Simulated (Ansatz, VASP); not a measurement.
Cu in VASP and in Ansatz

The input INCAR:

```
SYSTEM = Cu
ALGO     = Normal         ! electronic algorithm
EDIFF    = 1E-6           ! SCF threshold, eV
ENCUT    = 520            ! plane-wave cutoff, eV
GGA      = PE             ! functional
ISIF     = 2              ! what is computed and relaxed
ISMEAR   = 0              ! smearing method
LASPH    = .TRUE.         ! aspherical terms in the spheres
LCHARG   = .FALSE.        ! write CHGCAR
LREAL    = .FALSE.        ! projectors in reciprocal space
LWAVE    = .FALSE.        ! write WAVECAR
NBANDS   = 12             ! bands
NELM     = 60             ! most SCF steps
PREC     = Accurate       ! precision mode
SIGMA    = 0.1            ! smearing width, eV
```

Contents of KPOINTS:

```
k-points
0
G
  26 26 26
  0 0 0
```

File POSCAR:

```
Cu
1.0
    0.0000000000      1.7586721014      1.7586721014
    1.7586721014      0.0000000000      1.7586721014
    1.7586721014      1.7586721014      0.0000000000
Cu
1
Direct
    0.0000000000      0.0000000000      0.0000000000
```

Input for Ansatz:

```yaml
crystal:
  lattice:
    - [0.0, 1.7586721014, 1.7586721014]
    - [1.7586721014, 0.0, 1.7586721014]
    - [1.7586721014, 1.7586721014, 0.0]
  atoms:
    - { symbol: Cu, position: [0.0, 0.0, 0.0] }
basis:
  ecutwfc: 420
kpoints:
  mp_grid: { grid: [26, 26, 26] }
hamiltonian:
  xc: pbe
scf:
  occupations: { method: gaussian, width: 0.1 }
output:
  forces: true
  stress: true
  eigenvalues: true
```

Alike in both runs: task single point; functional PBE; k mesh 26 × 26 × 26; occupations gaussian, width 0.1 eV; no spin polarisation.

```csv
,VASP,Ansatz
version,VASP 6.6.1,Ansatz 0.2.0
potentials or method,"VASP PAW PBE potentials, release 64 (Cu), cutoff 520 eV","scalar-relativistic, plane waves, PAW"
valence electrons in the cell,11,19
```

|  | VASP | Ansatz | Ansatz less VASP |
| --- | --- | --- | --- |
| gap on the k mesh at the Fermi level (eV) | none | none | - |
| pressure (GPa) | 17.4 | 16.8 | -0.55 |

A gap of «none» marks a metal or a gap that the smearing closes. VASP's potentials hold 11 valence electrons a cell and Ansatz's 19, so a difference there can come from the potentials and not from the codes.
